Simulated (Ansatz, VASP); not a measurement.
## Two plane-wave programs on SiO2

```
Si O
1.0
    -4.22353    4.22353    4.22353
     4.22353   -4.22353    4.22353
     4.22353    4.22353   -4.22353
Si O
8 16
Direct
  0.50000 0.00000 0.78291
  0.28291 0.28291 0.28291
  0.50000 0.00000 0.21709
  0.71709 0.71709 0.71709
  0.78291 0.50000 0.00000
  0.00000 0.21709 0.50000
  0.21709 0.50000 0.00000
  0.00000 0.78291 0.50000
  0.67894 0.92894 0.75000
  0.75000 0.67894 0.92894
  0.82106 0.57106 0.25000
  0.75000 0.17894 0.42894
  0.07106 0.25000 0.32106
  0.50000 0.00000 0.00000
  0.25000 0.82106 0.57106
  0.42894 0.75000 0.17894
  0.32106 0.07106 0.25000
  0.17894 0.42894 0.75000
  0.92894 0.75000 0.67894
  0.50000 0.50000 0.50000
  0.25000 0.32106 0.07106
  0.00000 0.50000 0.00000
  0.00000 0.00000 0.50000
  0.57106 0.25000 0.82106
```

Alike in both runs: functional LDA; k mesh 4 × 4 × 4; occupations gaussian, width 0.02 eV; no spin polarisation.

Ansatz relaxed the structure, and its values are those at the end. VASP's run is a single point on that final structure, the one shown.

|  | VASP | Ansatz |
| --- | --- | --- |
| version | VASP 6.6.1 | Ansatz 0.2.0 |
| potentials or method | VASP PAW LDA potentials, release 64 (Si, O), cutoff 520 eV | scalar-relativistic, plane waves, PAW |
| valence electrons in the cell | 128 | 128 |

VASP gave:

| Item | Value |
| --- | --- |
| gap on the k mesh at the Fermi level (eV) | 5.71 |
| least direct gap on the mesh (eV) | 5.78 |
| pressure (GPa) | -0.3 |
| rms of the force components (eV/Å) | 0.017 |

**Question.** Which values does Ansatz return?

**Answer.** gap on the k mesh at the Fermi level (eV): 5.70; least direct gap on the mesh (eV): 5.77; pressure (GPa): -1.0; rms of the force components (eV/Å): 0.001.

LDA's correlation is that of Perdew and Zunger in VASP and of Perdew and Wang (1992) in Ansatz. Ansatz's warnings: stress scf threshold loose.
